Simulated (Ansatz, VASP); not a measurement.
## One calculation of SrTiO3, two programs

File INCAR:

```
PREC     = Accurate       # precision mode
ENCUT    = 520            # plane-wave cutoff, eV
EDIFF    = 1E-7           # SCF threshold, eV
ISMEAR   = 0              # smearing method
SIGMA    = 0.05           # smearing width, eV
LREAL    = False          # projectors in reciprocal space
LASPH    = True           # aspherical terms in the spheres
NELM     = 60             # most SCF steps
ALGO     = Normal         # electronic algorithm
ISIF     = 2              # what is computed and relaxed
LWAVE    = False          # write WAVECAR
LCHARG   = True           # write CHGCAR
GGA      = PS             # functional
LELF     = True           # ELF
LVHAR    = True         
NBANDS   = 28             # bands
```

Contents of KPOINTS:

```
regular mesh
0
Gamma
  8 8 8
```

POSCAR

```
SrTiO3
1.0
    3.8913815400      0.0000000000      0.0000000000
    0.0000000000      3.8913815400      0.0000000000
    0.0000000000      0.0000000000      3.8913815400
Sr Ti O
1 1 3
Direct
    0.0285852837      0.0000000000      0.0000000000
    0.4660369218      0.5000000000      0.5000000000
   -0.0150430932      0.5000000000      0.5000000000
    0.4800532080      0.0000000000      0.5000000000
    0.4800532080      0.5000000000      0.0000000000
```

Input for Ansatz:

```yaml
crystal:
  lattice:
    - [3.89138154, 0.0, 0.0]
    - [0.0, 3.89138154, 0.0]
    - [0.0, 0.0, 3.89138154]
  atoms:
    - { symbol: Sr, position: [0.0285852837, 0.0, 0.0] }
    - { symbol: Ti, position: [0.4660369218, 0.5, 0.5] }
    - { symbol: O, position: [-0.0150430932, 0.5, 0.5] }
    - { symbol: O, position: [0.480053208, 0.0, 0.5] }
    - { symbol: O, position: [0.480053208, 0.5, 0.0] }
basis:
  ecutwfc: 520.0
kpoints:
  mp_grid: { grid: [8, 8, 8] }
hamiltonian:
  xc: pbesol
  pseudopotentials: { kind: paw, azcp: { folder: soft_1 } }
scf:
  occupations: { method: gaussian, width: 0.05 }
output:
  forces: true
  stress: true
  eigenvalues: true
```

Change from the starting cell: mode 1 frozen in at -0.031 Å and mode 7 at -0.149 Å (largest displacements).

Alike in both runs: task single point; functional PBEsol; k mesh 8 × 8 × 8; occupations gaussian, width 0.05 eV; no spin polarisation.

|  | VASP | Ansatz |
| --- | --- | --- |
| version | VASP 6.6.1 | Ansatz 0.2.0 |
| potentials or method | VASP PAW PBE potentials, release 64 (Sr_sv, Ti_sv, O), cutoff 520 eV | scalar-relativistic, plane waves, PAW |
| valence electrons in the cell | 40 | 40 |

|  | VASP | Ansatz | Ansatz less VASP |
| --- | --- | --- | --- |
| gap on the k mesh at the Fermi level (eV) | 1.83 | 1.86 | +0.037 |
| least direct gap on the mesh (eV) | 2.21 | 2.23 | +0.018 |
| pressure (GPa) | 2.1 | 1.5 | -0.67 |
| traceless stress, the component that is largest in VASP (GPa) | 0.31 | 0.30 | -0.016 |
| rms of the force components (eV/Å) | 0.300 | 0.286 | -0.0139 |

VASP's potentials were made for PBE, not for PBEsol, and Ansatz warns of the same on its side. Atom by atom the forces differ by 0.017 eV/Å (rms over components).
